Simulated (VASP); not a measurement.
Set up this calculation in VASP 6.6.1, as the native input.

- Task: single point
- Functional: r2SCAN
- Potentials or basis: VASP PAW PBE potentials, release 64 (Ga_d, N_h)
- Cutoff: 910 eV
- k mesh: 6 × 6 × 4
- Occupations: gaussian, width 0.1 eV
- Spin: no spin polarisation
- Dipole correction: no
- Second run: hard_potentials
- Further INCAR settings: ALGO = Normal; EDIFF = 1e-06; NBANDS = 26

Crystal: GaN (kscan).

```xyz
4
Lattice="3.1889 0.0000 0.0000 -1.5945 2.7617 0.0000 0.0000 0.0000 5.1924" Properties=species:S:1:pos:R:3 pbc="T T T"
Ga    1.5945    0.9206    2.5914
Ga    0.0000    1.8411    5.1876
N     1.5945    0.9206    4.5481
N     0.0000    1.8411    1.9519
```

The input as run:

POSCAR

```
GaN
1.0
    3.1889304000      0.0000000000      0.0000000000
   -1.5944652000      2.7616947400      0.0000000000
    0.0000000000      0.0000000000      5.1923572500
Ga N
2 2
Direct
    0.6666666700      0.3333333300      0.4990837100
    0.3333333300      0.6666666700      0.9990837100
    0.6666666700      0.3333333300      0.8759162900
    0.3333333300      0.6666666700      0.3759162900
```

INCAR.step1

```
SYSTEM = GaN
ALGO = Normal ; EDIFF = 1E-5
ENCUT = 910 ; GGA = PE
GGA_COMPAT = .FALSE. ; ISMEAR = 0
LASPH = .TRUE. ; LCHARG = .FALSE.
LREAL = .FALSE. ; LWAVE = .TRUE.
NBANDS = 26 ; NELM = 120
PREC = Accurate ; SIGMA = 0.1
```

INCAR.step2

```
SYSTEM = GaN
ALGO = Normal ; EDIFF = 1E-6
ENCUT = 910 ; GGA_COMPAT = .FALSE.
ISIF = 2 ; ISMEAR = 0
ISTART = 1 ; LASPH = .TRUE.
LCHARG = .FALSE. ; LMIXTAU = .TRUE.
LREAL = .FALSE. ; LWAVE = .FALSE.
METAGGA = R2SCAN ; NBANDS = 26
NELM = 120 ; PREC = Accurate
SIGMA = 0.1
```

KPOINTS

```
k-points
0
G
  6 6 4
  0 0 0
```

Potentials or basis: VASP PAW PBE potentials, release 64 (Ga_d, N_h).

Run with:

```sh
$ cat potpaw_PBE.64/Ga_d/POTCAR potpaw_PBE.64/N_h/POTCAR > POTCAR
$ cp INCAR.step1 INCAR
$ mpirun -np 1 vasp_std > vasp.out
$ cp INCAR.step2 INCAR
$ mpirun -np 1 vasp_std > vasp.out
```

It gave:

```yaml
Pressure: -0.1 GPa
Band_gap_on_the_k_mesh: 2.30 eV, direct
```

Caveat: the cutoff is under 1.25 times the usual one of these potentials, so pressure, stress and relaxed cells hold a basis-set (Pulay) error; the PAW data sets were made with another functional, which shifts forces and pressure a little.

It took 95 s on 1 thread of Intel(R) Xeon(R) 6975P-C (Granite Rapids), on a shared host, peak memory 0.25 GiB.
